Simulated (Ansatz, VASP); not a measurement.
# One calculation of Si, two programs

```
CELL_PARAMETERS angstrom
3.83213 0.00000 0.00000
-1.91606 3.31872 0.00000
0.00000 0.00000 6.34122
ATOMIC_POSITIONS crystal
Si 0.33333 0.66667 0.00056
Si 0.66667 0.33333 0.50056
Si 0.33333 0.66667 0.37444
Si 0.66667 0.33333 0.87444
```

Alike in both runs: task single point; functional r2SCAN; k mesh 12 × 12 × 4; no spin polarisation.

|  | VASP | Ansatz |
| --- | --- | --- |
| version | VASP 6.6.1 | Ansatz 0.2.0 |
| potentials or method | VASP PAW PBE potentials, release 64 (Si) | plane waves, PAW |
| plane-wave cutoff (eV) | 520 | 500 |
| occupations | gaussian, width 0.01 eV | fixed |
| valence electrons in the cell | 16 | 16 |

|  | VASP | Ansatz | Ansatz less VASP |
| --- | --- | --- | --- |
| gap on the k mesh at the Fermi level (eV) | 0.62 | 0.61 | -0.015 |
| pressure (GPa) | -0.2 | 0.0 | +0.23 |

VASP's potentials were made for PBE, not for r2SCAN.
